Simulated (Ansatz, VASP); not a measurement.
Y3B2 in VASP and in Ansatz

The input INCAR:

```
SYSTEM = Y3B2
PREC     = Accurate       ! precision mode
ENCUT    = 600            ! plane-wave cutoff, eV
EDIFF    = 1E-6           ! SCF threshold, eV
ISMEAR   = 0              ! smearing method
SIGMA    = 0.1            ! smearing width, eV
LREAL    = .False.        ! projectors in reciprocal space
LASPH    = .True.         ! aspherical terms in the spheres
NELM     = 80             ! most SCF steps
ALGO     = Fast           ! electronic algorithm
ISIF     = 3              ! what is computed and relaxed
LWAVE    = .False.        ! write WAVECAR
LCHARG   = .False.        ! write CHGCAR
GGA      = PE             ! functional
IBRION   = 2              ! ionic algorithm
NSW      = 100            ! ionic steps
EDIFFG   = -0.01          ! ionic threshold
```

File KPOINTS:

```
regular mesh
0
Gamma
  12 12 8
  0 0 0
```

POSCAR

```
Y3B2
1.0
    4.9187814022      0.0000000000      0.0000000000
   -2.4593907011      4.2597896500      0.0000000000
    0.0000000000      0.0000000000      5.1251593294
Y B
3 2
Direct
    0.3333333333      0.6666666667      0.5000000000
    0.6666666667      0.3333333333      0.5000000000
    0.0000000000      0.0000000000      0.0000000000
    0.3333333333      0.6666666667      0.0000000000
    0.6666666667      0.3333333333      0.0000000000
```

Input for Ansatz:

```yaml
crystal:
  lattice:
    - [4.9187814022, 0.0, 0.0]
    - [-2.4593907011, 4.25978965, 0.0]
    - [0.0, 0.0, 5.1251593294]
  atoms:
    - { symbol: "Y", position: [0.3333333333, 0.6666666667, 0.5] }
    - { symbol: "Y", position: [0.6666666667, 0.3333333333, 0.5] }
    - { symbol: "Y", position: [0.0, 0.0, 0.0] }
    - { symbol: B, position: [0.3333333333, 0.6666666667, 0.0] }
    - { symbol: B, position: [0.6666666667, 0.3333333333, 0.0] }
basis:
  ecutwfc: 420
kpoints:
  mp_grid: { grid: [12, 12, 8] }
hamiltonian:
  xc: pbe
scf:
  occupations: { method: gaussian, width: 0.1 }
output:
  forces: true
  stress: true
  eigenvalues: true
  write_density: true
  write_potential: true
  elf: true
  volumetric_format: npy
relax:
  adjacent_minimum: "off"
  f_tol: 0.01
  max_steps: 80
  cell: { stress_tol: 0.05 }
```

Alike in both runs: task relaxation of cell and atoms; functional PBE; k mesh 12 × 12 × 8; occupations gaussian, width 0.1 eV; no spin polarisation.

|  | VASP | Ansatz |
| --- | --- | --- |
| version | VASP 6.6.1 | Ansatz 0.2.0 |
| potentials or method | VASP PAW PBE potentials, release 64 (Y_sv, B), cutoff 600 eV | scalar-relativistic, plane waves, PAW |
| valence electrons in the cell | 39 | 39 |

VASP gave:

```
gap on the k mesh at the Fermi level, each at its own relaxed structure (eV)  : none
relaxed volume (Å³/atom)                                                      : 21.43
relaxed length of the cell vector where the two differ most in proportion (Å) : 4.906
```

Question: Estimate Ansatz's values.

Answer: gap on the k mesh at the Fermi level, each at its own relaxed structure (eV): none; relaxed volume (Å³/atom): 21.41; relaxed length of the cell vector where the two differ most in proportion (Å): 4.903.

A gap of «none» marks a metal or a gap that the smearing closes.
